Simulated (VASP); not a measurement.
# Mg (P6_3/mmc) in VASP: a series of runs, part 2 of 2

VASP 6.6.1. Earlier steps stand in the parts before.

## (5) Relaxation of cell and atoms, PBEsol, target pressure 1e-06 GPa, at which the enthalpy is minimised

This run uses another cell than the first one, of 18.21 Å³/atom.

Input file INCAR:

```
SYSTEM = Mg
PREC = Accurate
ENCUT = 600
EDIFF = 1E-7
ISMEAR = 0
SIGMA = 0.1
LREAL = .FALSE.
LASPH = .TRUE.
NELM = 120
ALGO = Normal
ISIF = 3
LWAVE = .FALSE.
LCHARG = .FALSE.
GGA = PS
IBRION = 2
NSW = 70
EDIFFG = -0.004
PSTRESS = 9.999999999999999e-06
GGA_COMPAT = .FALSE.
NELMIN = 4
```

Input file KPOINTS:

```
Automatic mesh
0
G
  18 18 10
  0 0 0
```

Input file POSCAR:

```
Mg
1.0
    2.9634409796      0.0000000000      0.0000000000
   -1.4817204898      2.5664151709      0.0000000000
    0.0000000000      0.0000000000      4.7879913431
Mg
2
Direct
    0.3333333333      0.6666666667      0.2500000000
    0.6666666667      0.3333333333      0.7500000000
```

Started as:

```
$ cat potpaw_PBE.64/Mg/POTCAR > POTCAR
$ mpirun -np 1 vasp_std > vasp.out
```

Run time: 57 s. Hardware: 1 thread of Intel Xeon 6975P-C (Granite Rapids), shared host; peak memory 0.21 GiB.

The run converged. Its results:

```yaml
Free_energy: -3.4494 eV
Relaxed_volume: 22.48 Å³/atom
Relaxed_cell: a = 3.178 Å, b = 3.178 Å, c = 5.141 Å, α = 90.00°, β = 90.00°, γ = 120.00°
Space_group_after_relaxing_to_0.1_Å: P6_3/mmc (No. 194)
Energy_change_on_relaxing_the_run_minimises_the_enthalpy: -135.8 meV/atom
Ionic_steps: 8
Pressure_after_relaxing: 0.0 GPa
Band_gap_on_the_k_mesh: zero (bands 2 and 3 overlap by 2.20 eV)
```

The path:
```
step  energy change (eV)  largest force (eV/Å)  pressure (GPa)  volume (Å³)
   1              0.0000                0.0000           12.13        36.41
   2             -0.2700                0.0000            0.69        44.17
   3             -0.2716                0.0000           -0.09        45.07
   4             -0.2716                0.0000            0.06        44.89
   5             -0.2716                0.0000            0.06        44.89
   6             -0.2716                0.0000            0.06        44.89
   7             -0.2716                0.0000            0.04        44.91
   8             -0.2717                0.0000            0.00        44.96
```

Final structure:
```
Mg
1.0
     3.17781    0.00000    0.00000
    -1.58890    2.75206    0.00000
     0.00000    0.00000    5.14076
Mg
2
Direct
  0.33333 0.66667 0.25000
  0.66667 0.33333 0.75000
```

Levels at points of the mesh, in eV from the Fermi level:
```tsv
k point	band 1	band 2	band 3	band 4	band 5
(0.00, 0.00, 0.00)	-7.01	-1.69	-1.19	11.02	11.02
(0.50, 0.00, 0.00)	-2.18	-2.15	2.70	3.04	3.37
(0.00, 0.00, 0.50)	-5.59	-5.59	5.16	5.16	11.77
(0.50, 0.00, 0.50)	-1.12	-1.12	-0.43	-0.43	8.11
```

Caveat: the cell is relaxed towards a set pressure, so the run minimises the enthalpy, not the energy; the volume moved by over 15 % at a fixed basis, so the end points are rough; the PAW data sets were made with another functional, which shifts forces and pressure a little. Zero-point motion and thermal expansion aren't in these numbers.

## (6) Relaxation of cell and atoms, PBEsol, target pressure 1e-06 GPa, at which the enthalpy is minimised

This run uses another cell than the first one, of 22.52 Å³/atom.

Input file INCAR:

```
PREC = Accurate ; ENCUT = 600
EDIFF = 1E-7 ; ISMEAR = 0
SIGMA = 0.1 ; LREAL = F
LASPH = T ; NELM = 120
ALGO = Normal ; ISIF = 3
LWAVE = F ; LCHARG = F
GGA = PS ; IBRION = 2
NSW = 70 ; EDIFFG = -0.004
PSTRESS = 9.999999999999999e-06 ; GGA_COMPAT = F
NELMIN = 4
```

Input file KPOINTS:

```
regular mesh
0
Gamma
  18 18 10
```

Input file POSCAR:

```
Mg
1.0
    3.1804257009      0.0000000000      0.0000000000
   -1.5902128504      2.7543294518      0.0000000000
    0.0000000000      0.0000000000      5.1404782286
Mg
2
Direct
    0.3333333333      0.6666666667      0.2500000000
    0.6666666667      0.3333333333      0.7500000000
```

Potentials or basis: VASP PAW PBE potentials, release 64 (Mg).

Started as:

```
$ cat potpaw_PBE.64/Mg/POTCAR > POTCAR
$ mpirun -np 1 vasp_std > vasp.out
```

Wall time 37 s (1 thread of Intel Xeon 6975P-C (Granite Rapids), shared host); peak memory 0.24 GiB.

Results (log left out):

| Quantity | Value |
| --- | --- |
| Free energy | -3.4496 eV |
| Relaxed volume | 22.49 Å³/atom |
| Relaxed cell | a = 3.179 Å, b = 3.179 Å, c = 5.139 Å, α = 90.00°, β = 90.00°, γ = 120.00° |
| Space group after relaxing (to 0.1 Å) | P6_3/mmc (No. 194) |
| Energy change on relaxing (the run minimises the enthalpy) | -0.0 meV/atom |
| Ionic steps | 2 |
| Pressure after relaxing | 0.0 GPa |
| Band gap on the k mesh | zero (bands 2 and 3 overlap by 2.19 eV) |

Final structure:
```
Mg
1.0
     3.17881    0.00000    0.00000
    -1.58940    2.75293    0.00000
     0.00000    0.00000    5.13930
Mg
2
Direct
  0.33333 0.66667 0.25000
  0.66667 0.33333 0.75000
```

Levels at points of the mesh, in eV from the Fermi level:
| k point | band 1 | band 2 | band 3 | band 4 | band 5 | band 6 |
| --- | --- | --- | --- | --- | --- | --- |
| (0.00, 0.00, 0.00) | -7.01 | -1.69 | -1.19 | 11.01 | 11.01 | 11.16 |
| (0.50, 0.00, 0.00) | -2.18 | -2.15 | 2.70 | 3.04 | 3.37 | 3.78 |
| (0.00, 0.00, 0.50) | -5.59 | -5.59 | 5.17 | 5.17 | 11.76 | 11.76 |
| (0.50, 0.00, 0.50) | -1.12 | -1.12 | -0.43 | -0.43 | 8.11 | 8.13 |

Caveat: the cell is relaxed towards a set pressure, so the run minimises the enthalpy, not the energy; the PAW data sets were made with another functional, which shifts forces and pressure a little.

## (7) Summary

| cell | gap on the mesh (eV) | pressure (GPa) |
| --- | --- | --- |
| relaxed to 30 GPa from a = 2.801, b = 2.801, c = 4.523 Å, angles 90.0, 90.0, 120.0°, 2 atoms | none | 30.0 |
| relaxed to 12 GPa from a = 2.801, b = 2.801, c = 4.523 Å, angles 90.0, 90.0, 120.0°, 2 atoms | none | 12.0 |
| relaxed to 12 GPa from a = 2.963, b = 2.963, c = 4.788 Å, angles 90.0, 90.0, 120.0°, 2 atoms | none | 12.0 |
| relaxed to 1e-06 GPa from a = 2.963, b = 2.963, c = 4.788 Å, angles 90.0, 90.0, 120.0°, 2 atoms | none | 0.0 |
| relaxed to 1e-06 GPa from a = 3.180, b = 3.180, c = 5.140 Å, angles 90.0, 90.0, 120.0°, 2 atoms | none | 0.0 |

Alike in all rows: task relaxation of cell and atoms; level PBEsol; potentials or basis VASP PAW PBE potentials, release 64 (Mg); no spin polarisation; k mesh 18 × 18 × 10; cutoff (eV) 600; smearing gaussian 0.1 eV.

Caveats: the cell is relaxed towards a set pressure, so the run minimises the enthalpy, not the energy; the PAW data sets were made with another functional, which shifts forces and pressure a little; the volume moved by over 15 % at a fixed basis, so the end points are rough (at least some runs).

Absolute energies hang on the potentials; compare differences alone.
